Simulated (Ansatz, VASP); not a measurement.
## Ti in VASP and in Ansatz

The input INCAR:

```
SYSTEM = Ti
PREC = Accurate
ENCUT = 600
EDIFF = 1E-6
ISMEAR = 0
SIGMA = 0.1
LREAL = .False.
LASPH = .True.
NELM = 80
ALGO = Fast
ISIF = 3
LWAVE = .False.
LCHARG = .False.
GGA = PE
IBRION = 2
NSW = 100
EDIFFG = -0.002
```

File KPOINTS:

```
regular mesh
0
Gamma
  18 18 10
  0 0 0
```

The input POSCAR:

```
Ti
1.0
    2.9357319200      0.0000000000      0.0000000000
   -1.4678659600      2.5424184200      0.0000000000
    0.0000000000      0.0000000000      4.6408561500
Ti
2
Direct
    0.3333333300      0.6666666700      0.2500000000
    0.6666666700      0.3333333300      0.7500000000
```

Input for Ansatz:

```yaml
crystal:
  lattice:
    - [2.93573192, 0.0, 0.0]
    - [-1.46786596, 2.54241842, 0.0]
    - [0.0, 0.0, 4.64085615]
  atoms:
    - { symbol: Ti, position: [0.33333333, 0.66666667, 0.25] }
    - { symbol: Ti, position: [0.66666667, 0.33333333, 0.75] }
basis:
  ecutwfc: 420
kpoints:
  mp_grid: { grid: [18, 18, 10] }
hamiltonian:
  xc: pbe
  pseudopotentials: { kind: paw, azcp: { folder: soft_1 } }
scf:
  occupations: { method: gaussian, width: 0.1 }
output:
  forces: true
  stress: true
  eigenvalues: true
  write_density: true
  write_potential: true
  elf: true
  volumetric_format: npy
relax:
  adjacent_minimum: "off"
  f_tol: 0.002
  max_steps: 80
  cell: { stress_tol: 0.02 }
```

Alike in both runs: task relaxation of cell and atoms; functional PBE; k mesh 18 × 18 × 10; occupations gaussian, width 0.1 eV; no spin polarisation.

```csv
,VASP,Ansatz
version,VASP 6.6.1,Ansatz 0.2.0
potentials or method,"VASP PAW PBE potentials, release 64 (Ti_sv), cutoff 600 eV","scalar-relativistic, plane waves, PAW"
valence electrons in the cell,24,24
```

|  | VASP | Ansatz | Ansatz less VASP |
| --- | --- | --- | --- |
| gap on the k mesh at the Fermi level, each at its own relaxed structure (eV) | none | none | - |
| relaxed volume (Å³/atom) | 17.35 | 17.39 | +0.038 |
| relaxed cell length with the largest relative difference (Å) | 2.937 | 2.939 | +0.0023 |

A gap of «none» marks a metal or a gap that the smearing closes.
